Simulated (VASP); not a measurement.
# DyAgH2 in VASP: notebook

Runs on DyAgH2. Level: PBE. Tasks: single point, relaxation of cell and atoms.

Program: VASP 6.6.1. These are calculated values, not measurements. Logs are shortened: lines on timing, memory, paths and dates and some standing lists are left out, and cuts for length are marked.

### 1 The cell of the first run

The typed cell holds 8 atoms: a = 5.035 Å, b = 5.035 Å, c = 5.836 Å, α = 90.00°, β = 90.00°, γ = 90.00°.

The cell was generated, and may not be a known phase.

### 2 Single point, PBE

File INCAR:

```
SYSTEM = DyAgH2
PREC = Accurate ; ENCUT = 500
EDIFF = 1E-6 ; ISMEAR = 0
SIGMA = 0.2 ; LREAL = .FALSE.
LASPH = .TRUE. ; NELM = 200
ALGO = Normal ; ISIF = 2
LWAVE = .FALSE. ; LCHARG = .TRUE.
GGA = PE ; LELF = .TRUE.
LVHAR = .TRUE. ; NBANDS = 32
GGA_COMPAT = .FALSE. ; LMAXMIX = 6
```

File KPOINTS:

```
Automatic mesh
0
G
  4 4 3
  0 0 0
```

File POSCAR:

```
DyAgH2
1.0
    5.0352050699      0.0000000000      0.0000000000
    0.0000000000      5.0352050699      0.0000000000
    0.0000000000      0.0000000000      5.8363442523
Dy Ag H
2 2 4
Direct
    0.0000000000      0.5000000000      0.5000000000
    0.5000000000      0.0000000000      0.5000000000
    0.0000000000      0.5000000000      0.0000000000
    0.5000000000      0.0000000000      0.0000000000
    0.2498117111      0.7498117111      0.0000000000
    0.7501882889      0.2501882889      0.0000000000
    0.2501882889      0.2498117111      0.0000000000
    0.7498117111      0.7501882889      0.0000000000
```

Potentials or basis: VASP PAW PBE potentials, release 64 (Dy_3, Ag, H), 4f in core.

Run with:

```sh
$ cat potpaw_PBE.64/Dy_3/POTCAR potpaw_PBE.64/Ag/POTCAR potpaw_PBE.64/H/POTCAR > POTCAR
$ mpirun -np 1 vasp_std > vasp.out
```

OUTCAR:

```text
SYSTEM = DyAgH2
   PREC = Accurate
   ENCUT = 500
   EDIFF = 1E-6
   ISMEAR = 0
   LREAL = .FALSE.
   LASPH = .TRUE.
   NELM = 200
   ISIF = 2
   GGA = PE

 ion  position               nearest neighbor table
   1  0.000  0.500  0.500-   3 2.92   3 2.92   2 3.56   2 3.56   2 3.56   2 3.56
   2  0.500  0.000  0.500-   4 2.92   4 2.92   1 3.56   1 3.56   1 3.56   1 3.56
   3  0.000  0.500  0.000-   5 1.78   6 1.78   7 1.78   8 1.78   1 2.92   1 2.92   4 3.56   4 3.56
                             4 3.56   4 3.56
   4  0.500  0.000  0.000-   7 1.78   8 1.78   5 1.78   6 1.78   2 2.92   2 2.92   3 3.56   3 3.56
                             3 3.56   3 3.56
   5  0.250  0.750  0.000-   3 1.78   4 1.78
   6  0.750  0.250  0.000-   3 1.78   4 1.78
   7  0.250  0.250  0.000-   4 1.78   3 1.78
   8  0.750  0.750  0.000-   4 1.78   3 1.78

  LATTYP: Found a simple tetragonal cell.
 ALAT       =     5.0352050699
 C/A-ratio  =     1.1591075579

  Lattice vectors:

 A1 = (   5.0352050699,   0.0000000000,   0.0000000000)
 A2 = (   0.0000000000,   5.0352050699,   0.0000000000)
 A3 = (   0.0000000000,   0.0000000000,   5.8363442523)

Analysis of symmetry for initial positions (statically):
=====================================================================
 Subroutine PRICEL returns:
 Original cell was already a primitive cell.

 Routine SETGRP: Setting up the symmetry group for a
 simple tetragonal supercell.

 Subroutine GETGRP returns: Found 16 space group operations
 (whereof  8 operations were pure point group operations)
 out of a pool of 16 trial point group operations.

The static configuration has the point symmetry C_4h.
 The point group associated with its full space group is D_4h.

Analysis of symmetry for dynamics (positions and initial velocities):
=====================================================================
 Subroutine PRICEL returns:
 Original cell was already a primitive cell.

 Routine SETGRP: Setting up the symmetry group for a
 simple tetragonal supercell.

 Subroutine GETGRP returns: Found 16 space group operations
 (whereof  8 operations were pure point group operations)
 out of a pool of 16 trial point group operations.

The dynamic configuration has the point symmetry C_4h.
 The point group associated with its full space group is D_4h.

 Subroutine INISYM returns: Found 16 space group operations
 (whereof  8 operations are pure point group operations),
 and found     1 'primitive' translations

----------------------------------------------------------------------------------------

                                     Primitive cell

  volume of cell :     147.9705

  direct lattice vectors                    reciprocal lattice vectors
     5.035205070  0.000000000  0.000000000     0.198601643  0.000000000  0.000000000
     0.000000000  5.035205070  0.000000000     0.000000000  0.198601643  0.000000000
     0.000000000  0.000000000  5.836344252     0.000000000  0.000000000  0.171340133

  length of vectors
     5.035205070  5.035205070  5.836344252     0.198601643  0.198601643  0.171340133

  position of ions in fractional coordinates (direct lattice)
     0.000000000  0.500000000  0.500000000
     0.500000000  0.000000000  0.500000000
     0.000000000  0.500000000  0.000000000
     0.500000000  0.000000000  0.000000000
     0.249811711  0.749811711  0.000000000
     0.750188289  0.250188289  0.000000000
     0.250188289  0.249811711  0.000000000
     0.749811711  0.750188289  0.000000000

  ion indices of the primitive-cell ions
   primitive index   ion index
                 1           1
                 2           2
                 3           3
                 4           4
                 5           5
                 6           6
                 7           7
                 8           8

----------------------------------------------------------------------------------------

 KPOINTS: Automatic mesh

Automatic generation of k-mesh.
 Grid dimensions read from file:
 generate k-points for:    4    4    3

 Generating k-lattice:

  Cartesian coordinates                     Fractional coordinates (reciprocal lattice)
     0.049650411  0.000000000  0.000000000     0.250000000  0.000000000  0.000000000
     0.000000000  0.049650411  0.000000000     0.000000000  0.250000000  0.000000000
     0.000000000  0.000000000  0.057113378     0.000000000  0.000000000  0.333333333

  Length of vectors
     0.049650411  0.049650411  0.057113378

  Shift w.r.t. Gamma in fractional coordinates (k-lattice)
     0.000000000  0.000000000  0.000000000

 Subroutine IBZKPT returns following result:
 ===========================================

 Found     12 irreducible k-points:

 Following reciprocal coordinates:
            Coordinates               Weight
  0.000000  0.000000  0.000000      1.000000
  0.250000  0.000000  0.000000      4.000000
  0.500000  0.000000  0.000000      2.000000
  0.250000  0.250000  0.000000      4.000000
[... 70 lines left out ...]
  ---------------------------------------------------
  free energy    TOTEN  =       -23.77922860 eV

  energy without entropy =      -23.66097808  energy(sigma->0) =      -23.72010334

 E-fermi :   2.9531     XC(G=0):  -9.1134

 val. band max:        2.9510316615   @ k =   0.2500   0.0000   0.3333
 cond. band min:       2.9935444782   @ k =   0.2500   0.0000   0.0000
 fundamental gap:      0.0425128167
 Fermi energy:         2.9531145757

 k-point     1 :       0.0000    0.0000    0.0000
  band No.  band energies     occupation
      1     -21.5851      2.00000
      2     -21.5199      2.00000
      3     -21.4506      2.00000
      4     -21.4506      2.00000
      5     -21.1659      2.00000
      6     -21.1659      2.00000
[... 24 lines left out ...]
     31       7.2753      0.00000
     32       7.6449      0.00000

 k-point     2 :       0.2500    0.0000    0.0000
  band No.  band energies     occupation
      1     -21.5754      2.00000
      2     -21.5293      2.00000
      3     -21.4132      2.00000
      4     -21.4099      2.00000
      5     -21.2122      2.00000
      6     -21.2086      2.00000
[... 24 lines left out ...]
     31       6.2613      0.00000
     32       6.2933      0.00000

 k-point     3 :       0.5000    0.0000    0.0000
  band No.  band energies     occupation
      1     -21.5522      2.00000
      2     -21.5522      2.00000
      3     -21.3171      2.00000
      4     -21.3171      2.00000
      5     -21.3102      2.00000
      6     -21.3102      2.00000
[... 24 lines left out ...]
     31       5.2167      0.00000
     32       5.2167      0.00000

 k-point     4 :       0.2500    0.2500    0.0000
  band No.  band energies     occupation
      1     -21.5684      2.00000
      2     -21.5358      2.00000
      3     -21.4698      2.00000
      4     -21.3301      2.00000
      5     -21.2970      2.00000
      6     -21.1522      2.00000
[... 24 lines left out ...]
     31       6.2921      0.00000
     32       6.9021      0.00000

 k-point     5 :       0.5000    0.2500    0.0000
  band No.  band energies     occupation
      1     -21.5519      2.00000
      2     -21.5519      2.00000
      3     -21.4376      2.00000
      4     -21.4376      2.00000
      5     -21.1897      2.00000
      6     -21.1897      2.00000
[... 164 lines left out ...]
     31       5.3858      0.00000
     32       5.3858      0.00000

 k-point    10 :       0.2500    0.2500    0.3333
  band No.  band energies     occupation
      1     -21.5805      2.00000
      2     -21.5475      2.00000
      3     -21.4701      2.00000
      4     -21.3304      2.00000
      5     -21.2973      2.00000
      6     -21.1525      2.00000
[... 24 lines left out ...]
     31       6.1739      0.00000
     32       6.5262      0.00000

 k-point    11 :       0.5000    0.2500    0.3333
  band No.  band energies     occupation
      1     -21.5638      2.00000
      2     -21.5638      2.00000
      3     -21.4378      2.00000
      4     -21.4378      2.00000
      5     -21.1900      2.00000
      6     -21.1900      2.00000
[... 24 lines left out ...]
     31       5.6725      0.00000
     32       5.6725      0.00000

 k-point    12 :       0.5000    0.5000    0.3333
  band No.  band energies     occupation
      1     -21.5635      2.00000
      2     -21.5635      2.00000
      3     -21.4891      2.00000
      4     -21.4891      2.00000
      5     -21.1387      2.00000
      6     -21.1387      2.00000
[... 24 lines left out ...]
     31       6.0769      0.00000
     32       6.0769      0.00000

------------------------ aborting loop because EDIFF is reached ----------------------------------------

  FORCE on cell =-STRESS in cart. coord.  units (eV):
  Direction    XX          YY          ZZ          XY          YZ          ZX
  --------------------------------------------------------------------------------------
  -------------------------------------------------------------------------------------
  Total        0.1803844      0.1803844     -0.1353178      0.0000000      0.0000000      0.0000000
  in kB        1.9531441      1.9531441     -1.4651780      0.0000000      0.0000000      0.0000000
  external PRESSURE =       0.8137034 kB  Pullay stress =       0.0000000 kB

 VOLUME and BASIS-vectors are now :
 -----------------------------------------------------------------------------
  energy-cutoff  :      500.00
  volume of cell :      147.97
      direct lattice vectors                 reciprocal lattice vectors
     5.035205070  0.000000000  0.000000000     0.198601643  0.000000000  0.000000000
     0.000000000  5.035205070  0.000000000     0.000000000  0.198601643  0.000000000
     0.000000000  0.000000000  5.836344252     0.000000000  0.000000000  0.171340133

 POSITION                                       TOTAL-FORCE (eV/Angst)
 -----------------------------------------------------------------------------------
      0.00000      2.51760      2.91817         0.000000     -0.000000      0.000000
      2.51760      0.00000      2.91817         0.000000     -0.000000      0.000000
      0.00000      2.51760      0.00000         0.000000     -0.000000      0.000000
      2.51760      0.00000      0.00000         0.000000     -0.000000      0.000000
      1.25785      3.77546      0.00000         0.006543      0.006543      0.000000
      3.77735      1.25975      0.00000        -0.006543     -0.006543      0.000000
      1.25975      1.25785      0.00000        -0.006543      0.006543      0.000000
      3.77546      3.77735      0.00000         0.006543     -0.006543     -0.000000
 -----------------------------------------------------------------------------------
    total drift:                               -0.000000     -0.000000     -0.000000

  FREE ENERGIE OF THE ION-ELECTRON SYSTEM (eV)
  ---------------------------------------------------
  free  energy   TOTEN  =       -23.7792286017 eV

  energy  without entropy=      -23.6609780827  energy(sigma->0) =      -23.72010334
```

Run time: 66 s. Hardware: 1 thread of AMD EPYC 7R13 (Zen 3), shared host; peak memory 0.25 GiB.

Results:

```
Free energy            : -23.7792 eV
Pressure               : 0.1 GPa
Largest force          : 0.009 eV/Å
Band gap on the k mesh : zero (bands 22 and 23 overlap by 0.29 eV)
```

Forces on the atoms (eV/Å):
```
Dy   0.000  0.000  0.000
Dy   0.000  0.000  0.000
Ag   0.000  0.000  0.000
Ag   0.000  0.000  0.000
H    0.007  0.007  0.000
H   -0.007 -0.007  0.000
H   -0.007  0.007  0.000
H    0.007 -0.007  0.000
```

Caveat: spin-orbit coupling is left out, which moves the levels of the heavy elements; the 4f electrons are frozen in the core, so they carry no moment and show no levels. Spin polarisation is off, so any magnetic state and its effect on volume and gap are missing.

### 3 Single point, PBE

This run uses another cell than the first one: it holds 4 atoms, not 8.

File INCAR:

```
ALGO = Normal
EDIFF = 1E-6
ENCUT = 500
GGA = PE
GGA_COMPAT = False
ISIF = 2
ISMEAR = 0
LASPH = True
LCHARG = False
LMAXMIX = 6
LREAL = False
LWAVE = False
NBANDS = 19
NELM = 200
PREC = Accurate
SIGMA = 0.1
```

File KPOINTS:

```
k-points
0
Gamma
  10 10 12
```

File POSCAR:

```
DyAgH2
1.0
    3.9446570368      0.0000000000      0.0000000000
    0.0000000000      3.9446570368      0.0000000000
    0.0000000000      0.0000000000      3.2340875370
Dy Ag H
1 1 2
Direct
    0.0000000000      0.0000000000      0.0000000000
    0.5000000000      0.5000000000      0.5000000000
    0.0000000000      0.5000000000      0.5000000000
    0.5000000000      0.0000000000      0.5000000000
```

Potentials or basis: VASP PAW PBE potentials, release 64 (Dy_3, Ag, H), 4f in core.

Run with:

```sh
$ cat potpaw_PBE.64/Dy_3/POTCAR potpaw_PBE.64/Ag/POTCAR potpaw_PBE.64/H/POTCAR > POTCAR
$ mpirun -np 1 vasp_std > vasp.out
```

It took 98 s on 1 thread of AMD EPYC 7R13 (Zen 3), shared host; peak memory 0.25 GiB.

Results (log left out):

- Free energy: -14.8279 eV
- Pressure: 0.3 GPa
- Band gap on the k mesh: zero (bands 11 and 12 overlap by 1.81 eV)

Levels at points of the mesh, in eV from the Fermi level:
| k point | band 7 | band 8 | band 9 | band 10 | band 11 | band 12 | band 13 | band 14 | band 15 | band 16 |
| --- | --- | --- | --- | --- | --- | --- | --- | --- | --- | --- |
| (0.00, 0.00, 0.00) | -5.60 | -5.07 | -5.07 | -1.20 | -0.48 | 3.07 | 3.07 | 3.53 | 4.63 | 4.63 |
| (0.50, 0.00, 0.00) | -5.58 | -5.13 | -5.03 | -4.55 | -0.81 | 0.31 | 2.77 | 3.61 | 3.63 | 4.48 |
| (0.50, 0.50, 0.00) | -5.47 | -5.41 | -5.23 | -5.23 | -3.91 | -0.96 | 3.79 | 3.79 | 4.00 | 4.82 |
| (0.00, 0.00, 0.50) | -5.53 | -5.41 | -3.37 | -3.18 | -0.22 | -0.22 | 0.12 | 0.66 | 3.44 | 7.71 |
| (0.50, 0.00, 0.50) | -5.73 | -5.13 | -4.91 | -3.22 | -0.01 | 0.71 | 1.51 | 3.16 | 4.89 | 6.16 |
| (0.50, 0.50, 0.50) | -5.74 | -5.67 | -5.35 | -4.81 | -1.23 | 1.03 | 4.65 | 5.02 | 5.02 | 5.03 |

Caveat: spin-orbit coupling is left out, which moves the levels of the heavy elements; the 4f electrons are frozen in the core, so they carry no moment and show no levels. Spin polarisation is off, so any magnetic state and its effect on volume and gap are missing.

### 4 Relaxation of cell and atoms, PBE

This run uses another cell than the first one, of 15.48 Å³/atom.

File INCAR:

```
PREC = Accurate ; ENCUT = 500
EDIFF = 1E-7 ; ISMEAR = 0
SIGMA = 0.2 ; LREAL = False
LASPH = True ; NELM = 200
ALGO = Normal ; ISIF = 3
LWAVE = False ; LCHARG = False
GGA = PE ; IBRION = 2
NSW = 36 ; EDIFFG = -0.08
GGA_COMPAT = False ; NELMIN = 4
LMAXMIX = 6
```

File KPOINTS:

```
Automatic mesh
0
Gamma
  4 4 3
```

File POSCAR:

```
DyAgH2
1.0
    4.2441541100      0.0000000000      0.0000000000
    0.0000000000      4.2441541100      0.0000000000
    0.0000000000      0.0000000000      6.8765898600
Dy Ag H
2 2 4
Direct
    0.0000000000      0.5000000000      0.5000000000
    0.5000000000      0.0000000000      0.5000000000
    0.0000000000      0.5000000000      0.0000000000
    0.5000000000      0.0000000000      0.0000000000
    0.2558948700      0.7558948700      0.0000000000
    0.7441051300      0.2441051300      0.0000000000
    0.2441051300      0.2558948700      0.0000000000
    0.7558948700      0.7441051300      0.0000000000
```

Run with:

```sh
$ cat potpaw_PBE.64/Dy_3/POTCAR potpaw_PBE.64/Ag/POTCAR potpaw_PBE.64/H/POTCAR > POTCAR
$ mpirun -np 1 vasp_std > vasp.out
```

Run time: 4.7 min. Hardware: 1 thread of Intel Xeon Platinum 8559C (Emerald Rapids), shared host; peak memory 0.25 GiB.

The run converged. Its results:

```
Free energy                           : -23.7320 eV
Relaxed volume                        : 18.50 Å³/atom
Relaxed cell                          : a = 5.033 Å, b = 5.033 Å, c = 5.844 Å, α = 90.00°, β = 90.00°, γ = 90.00°
Space group after relaxing (to 0.1 Å) : P4/mmm (No. 123)
Energy gained by relaxing             : 517.8 meV/atom
Ionic steps                           : 13
Pressure after relaxing               : -0.1 GPa
Largest force after relaxing          : 0.043 eV/Å
Band gap on the k mesh                : zero (bands 22 and 23 overlap by 0.29 eV)
```

Forces in eV/Å, atoms in the order of the input:
```
Dy   0.000  0.000  0.000
Dy   0.000  0.000  0.000
Ag   0.000  0.000  0.000
Ag   0.000  0.000  0.000
H   -0.031 -0.031  0.000
H    0.031  0.031  0.000
H    0.031 -0.031  0.000
H   -0.031  0.031  0.000
```

Stress tensor (GPa, compression positive):
```
-0.08  0.00  0.00
 0.00 -0.08  0.00
 0.00  0.00 -0.23
```

The path:
| step | energy change (eV) | largest force (eV/Å) | pressure (GPa) | volume (Å³) |
| --- | --- | --- | --- | --- |
| 1 | 0.0000 | 1.4396 | 23.44 | 123.87 |
| 2 | -3.6466 | 0.3972 | -2.99 | 167.31 |
| 3 | -3.6966 | 0.3759 | -1.30 | 160.45 |
| 4 | -3.8137 | 0.1504 | -1.12 | 157.33 |
| 5 | -4.0062 | 0.3010 | -0.07 | 150.00 |
| 6 | -3.6888 | 0.9196 | 6.34 | 134.73 |
| 7 | -4.0367 | 0.4473 | 0.55 | 147.35 |
| 8 | -4.0427 | 0.5189 | 0.98 | 145.85 |
| 9 | -4.1166 | 0.3007 | 0.75 | 145.63 |
| 10 | -4.1206 | 0.2469 | 0.74 | 145.52 |
| 11 | -4.1372 | 0.1485 | 0.00 | 147.69 |
| 12 | -4.1391 | 0.1019 | -0.34 | 148.77 |
| 13 | -4.1428 | 0.0433 | -0.13 | 148.01 |

Final structure:
```
Dy Ag H
1.0
     5.03271    0.00000    0.00000
     0.00000    5.03271    0.00000
     0.00000    0.00000    5.84350
Dy Ag H
2 2 4
Cartesian
  0.0000 2.5164 2.9218
  2.5164 5.0327 2.9218
  0.0000 2.5164 0.0000
  2.5164 0.0000 0.0000
  1.2625 3.7789 0.0000
  3.7702 1.2538 0.0000
  1.2538 1.2625 0.0000
  3.7789 3.7702 0.0000
```

Levels at points of the mesh, in eV from the Fermi level:
| k point | band 20 | band 21 | band 22 | band 23 | band 24 | band 25 |
| --- | --- | --- | --- | --- | --- | --- |
| (0.00, 0.00, 0.00) | -2.38 | -0.89 | -0.76 | -0.25 | 0.08 | 1.13 |
| (0.50, 0.00, 0.00) | -0.59 | -0.50 | -0.50 | 0.61 | 0.61 | 1.48 |
| (0.50, 0.50, 0.00) | -3.67 | -0.51 | -0.51 | 0.41 | 0.41 | 1.68 |

Caveat: the k points lie up to 0.36 Å⁻¹ apart in the final cell; the volume moved by over 15 % at a fixed basis, so the end points are rough; spin-orbit coupling is left out, which moves the levels of the heavy elements; the 4f electrons are frozen in the core, so they carry no moment and show no levels; the relaxation stopped at a loose force limit of 0.08 eV/Å, so its end isn't a converged minimum.

### 5 Overview

```tsv
task	cell	k mesh	smearing	gap on the mesh (eV)	pressure (GPa)	largest force (eV/Å)
single point	a = 5.035, b = 5.035, c = 5.836 Å, 8 atoms, atomic positions A	4 × 4 × 3	gaussian 0.2 eV	none	0.1	0.01
single point	a = 3.945, b = 3.945, c = 3.234 Å, 4 atoms, atomic positions B	10 × 10 × 12	gaussian 0.1 eV	none	0.3	-
relaxation of cell and atoms	relaxed from a = 4.244, b = 4.244, c = 6.877 Å, 8 atoms, atomic positions C	4 × 4 × 3	gaussian 0.2 eV	none	-0.1	0.04
```

Alike in all rows: level PBE; potentials or basis VASP PAW PBE potentials, release 64 (Dy_3, Ag, H), 4f in core; no spin polarisation; cutoff (eV) 500.

Caveats: some runs use coarse meshes; spin-orbit coupling is left out, which moves the levels of the heavy elements; the 4f electrons are frozen in the core, so they carry no moment and show no levels; the volume moved by over 15 % at a fixed basis, so the end points are rough (at least some runs); the relaxation stopped at a loose force limit of 0.08 eV/Å, so its end isn't a converged minimum (at least some runs).

Total energies depend on the potentials used, so only differences within one code and one set of settings carry meaning.

The gap in the log of VASP goes by the Fermi energy; the results here count the filled bands.